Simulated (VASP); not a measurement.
Crystal: AlCu3.

```
Al Cu
1.0
     3.68741    0.00000    0.00000
     0.00000    3.68741    0.00000
     0.00000    0.00000    3.68741
Al Cu
1 3
Direct
  0.00000 0.00000 0.00000
  0.50000 0.50000 0.00000
  0.50000 0.00000 0.50000
  0.00000 0.50000 0.50000
```

* Program: VASP 6.6.1
* Task: relaxation of cell and atoms
* Functional: PBEsol
* Potentials or basis: VASP PAW PBE potentials, release 64 (Al, Cu)
* Cutoff: 600 eV
* k mesh: 12 × 12 × 12
* Occupations: fermi-dirac, width 0.15 eV
* Spin: no spin polarisation

At the start: pressure -5.4 GPa; volume 12.53 Å³/atom.

Task: How do energy, volume and symmetry change on relaxing?

Result: Over 16 steps the energy falls by 9.1 meV/atom and the volume is 12.03 Å³/atom (-4.0 %); space group Pm-3m (No. 221, to 0.1 Å) before and after.

Step by step:
```
step  energy change (eV)  largest force (eV/Å)  pressure (GPa)  volume (Å³)
   1              0.0000                0.0000           -5.44        50.14
   2             -0.0266                0.0000            3.15        47.11
   3             -0.0366                0.0000            0.23        48.10
   4             -0.0365                0.0000           -0.17        48.18
   5             -0.0366                0.0000            0.05        48.14
   6             -0.0366                0.0000           -0.03        48.17
   7             -0.0366                0.0000            0.05        48.16
   8             -0.0366                0.0000           -0.28        48.16
   9             -0.0366                0.0000           -0.02        48.16
  10             -0.0366                0.0000           -0.03        48.16
  11             -0.0366                0.0000           -0.18        48.14
  12             -0.0366                0.0000            0.19        48.09
  13             -0.0366                0.0000            0.11        48.12
  14             -0.0366                0.0000           -0.21        48.13
  15             -0.0366                0.0000            0.11        48.12
  16             -0.0366                0.0000            0.00        48.12
```

Final structure:
```
Al Cu
1.0
     3.63735    0.00000    0.00000
     0.00000    3.63735    0.00000
     0.00000    0.00000    3.63735
Al Cu
1 3
Direct
  0.00000 0.00000 0.00000
  0.50000 0.50000 0.00000
  0.50000 0.00000 0.50000
  0.00000 0.50000 0.50000
```

Caveat: the PAW data sets were made with another functional, which shifts forces and pressure a little.
